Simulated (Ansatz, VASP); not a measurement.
Si2W: VASP beside Ansatz

```
CELL_PARAMETERS angstrom
-1.63842 1.63842 3.99173
1.63842 -1.63842 3.99173
1.63842 1.63842 -3.99173
ATOMIC_POSITIONS crystal
Si 0.33532 0.33532 0.00000
Si 0.66468 0.66468 0.00000
W 0.00000 0.00000 0.00000
```

Change from the starting cell: volume scaled by 1.06, ions relaxed.

Alike in both runs: functional PBE; k mesh 20 × 20 × 20; occupations fermi-dirac, width 0.05 eV; no spin polarisation.

Ansatz relaxed the structure, and its values are those at the end. VASP's run is a single point on that final structure, the one shown.

```csv
,VASP,Ansatz
version,VASP 6.6.1,Ansatz 0.2.0
potentials or method,"VASP PAW PBE potentials, release 64 (Si, W_sv)","plane-wave PAW, scalar-relativistic"
plane-wave cutoff (eV),520,420
valence electrons in the cell,22,22
```

VASP gave:

* pressure (GPa): -8.7
* rms of the force components (eV/Å): 0.003

**Question.** What did Ansatz give for the same quantities?

**Answer.** Pressure (GPa): -8.7; rms of the force components (eV/Å): 0.004.

Ansatz's warnings: stress scf threshold loose.

Spin-orbit coupling is off throughout.
